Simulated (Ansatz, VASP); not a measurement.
This is a calculation of Br for VASP 6.6.1.

The input INCAR:

```
SYSTEM = Br
PREC = Accurate
ENCUT = 600
EDIFF = 1E-6
ISMEAR = -1
SIGMA = 0.05
LREAL = .False.
LASPH = .True.
NELM = 80
ALGO = Normal
ISIF = 3
LWAVE = .False.
LCHARG = .False.
GGA = CA
IBRION = 2
NSW = 60
EDIFFG = -0.01
```

Contents of KPOINTS:

```
regular mesh
0
Gamma
  13 13 13
  0 0 0
```

POSCAR

```
Br
1.0
   -1.4234917050      1.4234917050      3.5775173700
    1.4234917050     -1.4234917050      3.5775173700
    1.4234917050      1.4234917050     -3.5775173700
Br
1
Direct
    0.0000000000      0.0000000000      0.0000000000
```

Potentials or basis: VASP PAW LDA potentials, release 64 (Br).

Launch:

```sh
$ cat potpaw_LDA.64/Br/POTCAR > POTCAR
$ mpirun -np 1 vasp_std > vasp.out
```

Translate it to Ansatz 0.2.0. Potentials there: Ansatz PAW.

As run (the cutoff follows the program's own potentials):

input.yaml

```yaml
crystal:
  lattice:
    - [-1.423491705, 1.423491705, 3.57751737]
    - [1.423491705, -1.423491705, 3.57751737]
    - [1.423491705, 1.423491705, -3.57751737]
  atoms:
    - { symbol: Br, position: [0.0, 0.0, 0.0] }
hamiltonian:
  xc: lda
  pseudopotentials: { kind: paw }
kpoints:
  mp_grid: { grid: [13, 13, 13] }
scf:
  occupations: { method: fermi_dirac, width: 0.05 }
output:
  forces: true
  stress: true
  eigenvalues: true
relax:
  f_tol: 0.01
  max_steps: 40
  cell: { stress_tol: 0.05 }
```

Potentials or basis: Ansatz PAW.

The run is started by

```sh
$ ansatz run input.yaml --threads 2 --pin off --max-ram 5632MiB --backend cpu --events-out ev --progress --plain --runs-dir out
```

Both were run:

|  | VASP | Ansatz | Ansatz less VASP |
| --- | --- | --- | --- |
| gap on the k mesh at the Fermi level, each at its own relaxed structure (eV) | none | none | - |
| relaxed volume (Å³/atom) | 26.45 | 26.38 | -0.077 |
| relaxed length of the cell vector where the two differ most in proportion (Å) | 3.927 | 3.923 | -0.0047 |

LDA's correlation is that of Perdew and Zunger in VASP and of Perdew and Wang (1992) in Ansatz. A gap of «none» marks a metal or a gap that the smearing closes.

Noted on Ansatz's run: the plane-wave basis is chosen anew once the cell has moved, so the energies of steps on either side of that aren't comparable.
